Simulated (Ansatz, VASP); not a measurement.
**PbF2: VASP beside Ansatz**

```xyz
3
Lattice="0.0000 2.9253 3.0589 2.9253 0.0000 3.0589 2.9253 2.9253 0.0000" Properties=species:S:1:pos:R:3 pbc="T T T"
Pb    0.0000    0.0000    0.0000
F     1.4627    1.4627    1.5295
F     4.3880    4.3880    4.5884
```

Change from the starting cell: strain -0.015 along x and y, +0.030 along z, atoms carried along.

Alike in both runs: task single point; functional r2SCAN; k mesh 8 × 8 × 8; occupations gaussian, width 0.05 eV; no spin polarisation.

```csv
,VASP,Ansatz
version,VASP 6.6.1,Ansatz 0.2.0
potentials or method,"VASP PAW PBE potentials, release 64 (Pb_d, F), cutoff 520 eV","scalar-relativistic, plane waves, PAW"
valence electrons in the cell,28,28
```

```csv
,VASP,Ansatz,Ansatz less VASP
gap on the k mesh at the Fermi level (eV),4.81,4.81,0.000
least direct gap on the mesh (eV),5.02,5.02,-0.002
pressure (GPa),-0.8,-0.7,+0.09
"traceless stress, the component that is largest in VASP (GPa)",-1.64,-1.65,-0.006
```

VASP's potentials were made for PBE, not for r2SCAN.

Neither program's run includes spin-orbit coupling.
